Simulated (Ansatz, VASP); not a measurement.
## HfSiO4 in VASP and in Ansatz

The input INCAR:

```
PREC = Accurate
ENCUT = 520
EDIFF = 1E-6
ISMEAR = 0
SIGMA = 0.05
LREAL = False
LASPH = True
NELM = 60
ALGO = Normal
ISIF = 2
LWAVE = False
LCHARG = False
GGA = PE
NBANDS = 50
```

KPOINTS

```
Automatic mesh
0
Gamma
  6 6 6
```

Contents of POSCAR:

```
HfSiO4
1.0
   -3.2191648498      3.2191648498      2.9207339417
    3.2191648498     -3.2191648498      2.9207339417
    3.2191648498      3.2191648498     -2.9207339417
Hf Si O
2 2 8
Direct
    0.7500000000      0.2500000000      0.5000000000
    0.0000000000      0.0000000000      0.0000000000
    0.2500000000      0.7500000000      0.5000000000
    0.5000000000      0.5000000000      0.0000000000
    0.1353000000      0.3198000000      0.8155000000
    0.0698000000      0.7543000000      0.6845000000
    0.5043000000      0.3198000000      0.1845000000
    0.0698000000      0.3853000000      0.3155000000
    0.6147000000      0.9302000000      0.6845000000
    0.6802000000      0.8647000000      0.1845000000
    0.2457000000      0.9302000000      0.3155000000
    0.6802000000      0.4957000000      0.8155000000
```

Input for Ansatz:

```yaml
crystal:
  lattice:
    - [-3.2191648498, 3.2191648498, 2.9207339417]
    - [3.2191648498, -3.2191648498, 2.9207339417]
    - [3.2191648498, 3.2191648498, -2.9207339417]
  atoms:
    - { symbol: Hf, position: [0.75, 0.25, 0.5] }
    - { symbol: Hf, position: [0.0, 0.0, 0.0] }
    - { symbol: Si, position: [0.25, 0.75, 0.5] }
    - { symbol: Si, position: [0.5, 0.5, 0.0] }
    - { symbol: O, position: [0.1353, 0.3198, 0.8155] }
    - { symbol: O, position: [0.0698, 0.7543, 0.6845] }
    - { symbol: O, position: [0.5043, 0.3198, 0.1845] }
    - { symbol: O, position: [0.0698, 0.3853, 0.3155] }
    - { symbol: O, position: [0.6147, 0.9302, 0.6845] }
    - { symbol: O, position: [0.6802, 0.8647, 0.1845] }
    - { symbol: O, position: [0.2457, 0.9302, 0.3155] }
    - { symbol: O, position: [0.6802, 0.4957, 0.8155] }
basis:
  ecutwfc: 500
  fft_grid_basis: typed
kpoints:
  mp_grid: { grid: [6, 6, 6] }
hamiltonian:
  xc: pbe
scf:
  occupations: { method: gaussian, width: 0.05 }
output:
  forces: true
  stress: true
  eigenvalues: true
  bader: true
  write_density: true
  volumetric_format: npy
  elf: true
```

Alike in both runs: task single point; functional PBE; k mesh 6 × 6 × 6; occupations gaussian, width 0.05 eV; no spin polarisation.

|  | VASP | Ansatz |
| --- | --- | --- |
| version | VASP 6.6.1 | Ansatz 0.2.0 |
| potentials or method | VASP PAW PBE potentials, release 64 (Hf_pv, Si, O), cutoff 520 eV | scalar-relativistic, plane waves, PAW |
| valence electrons in the cell | 76 | 108 |

```csv
,VASP,Ansatz,Ansatz less VASP
gap on the k mesh at the Fermi level (eV),5.71,5.76,+0.050
pressure (GPa),24.0,25.9,+1.92
"traceless stress, the component that is largest in VASP (GPa)",2.74,2.46,-0.275
rms of the force components (eV/Å),0.535,0.436,-0.0982
```

Atom by atom the forces differ by 0.102 eV/Å (rms over components). VASP's potentials hold 76 valence electrons a cell and Ansatz's 108, so a difference there can come from the potentials and not from the codes.

Neither program's run includes spin-orbit coupling.
